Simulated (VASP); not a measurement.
Set up this calculation in VASP 6.6.1, as the native input.

```yaml
Task: single point
Functional: PBE-based screened hybrid
Potentials_or_basis: VASP PAW PBE potentials, release 64 (Al, N)
Cutoff: 520 eV
k_mesh: 4 × 4 × 4
Occupations: gaussian, width 0.01 eV
Spin: no spin polarisation
Dipole_correction: no
Grid_for_exact_exchange_PRECFOCK: Normal
Share_of_exact_exchange: 0.2
Further_INCAR_settings: ALGO = Normal; EDIFF = 1e-06; NBANDS = 11
Screening_parameter: 0.3 1/Å
```

Crystal: AlN.

```
Al N
1.0
     0.00000    2.18488    2.18488
     2.18488    0.00000    2.18488
     2.18488    2.18488    0.00000
Al N
1 1
Direct
  0.00000 0.00000 0.00000
  0.25000 0.25000 0.25000
```

These files were run (other wordings do the same):

POSCAR

```
AlN
1.0
    0.0000000000      2.1848764208      2.1848764208
    2.1848764208      0.0000000000      2.1848764208
    2.1848764208      2.1848764208      0.0000000000
Al N
1 1
Direct
    0.0000000000      0.0000000000      0.0000000000
    0.2500000000      0.2500000000      0.2500000000
```

INCAR.step1

```
PREC     = Accurate       # precision mode
ENCUT    = 520            # plane-wave cutoff, eV
EDIFF    = 1E-5           # SCF threshold, eV
ISMEAR   = 0              # smearing method
SIGMA    = 0.01           # smearing width, eV
LREAL    = False          # projectors in reciprocal space
LASPH    = True           # aspherical terms in the spheres
NELM     = 80             # most SCF steps
ALGO     = Normal         # electronic algorithm
ISIF     = 2              # what is computed and relaxed
LWAVE    = True           # write WAVECAR
LCHARG   = False          # write CHGCAR
GGA      = PE             # functional
NBANDS   = 11             # bands
```

INCAR.step2

```
PREC     = Accurate       # precision mode
ENCUT    = 520            # plane-wave cutoff, eV
EDIFF    = 1E-6           # SCF threshold, eV
ISMEAR   = 0              # smearing method
SIGMA    = 0.01           # smearing width, eV
LREAL    = False          # projectors in reciprocal space
LASPH    = True           # aspherical terms in the spheres
NELM     = 80             # most SCF steps
ALGO     = Normal         # electronic algorithm
ISIF     = 2              # what is computed and relaxed
LWAVE    = False          # write WAVECAR
LCHARG   = False          # write CHGCAR
GGA      = PE             # functional
LHFCALC  = True           # exact exchange
AEXX     = 0.2            # exact-exchange fraction
HFSCREEN = 0.3            # screening, 1/A
PRECFOCK = Normal       
ISTART   = 1            
NBANDS   = 11             # bands
```

KPOINTS

```
regular mesh
0
Gamma
  4 4 4
```

Potentials or basis: VASP PAW PBE potentials, release 64 (Al, N).

Command:

```bash
$ cat potpaw_PBE.64/Al/POTCAR potpaw_PBE.64/N/POTCAR > POTCAR
$ cp INCAR.step1 INCAR
$ mpirun -np 1 vasp_std > vasp.out
$ cp INCAR.step2 INCAR
$ mpirun -np 1 vasp_std > vasp.out
```

It gave:

* Pressure: 0.5 GPa
* Band gap on the k mesh: 4.11 eV, indirect (least direct gap 5.08 eV)

Caveat: the k points lie up to 0.62 Å⁻¹ apart; the PAW data sets were made with another functional, which shifts forces and pressure a little.

It took 86 s on 1 thread of Intel(R) Xeon(R) Platinum 8259CL CPU @ 2.50GHz (Skylake/Cascade Lake), on a shared host, peak memory 0.23 GiB.
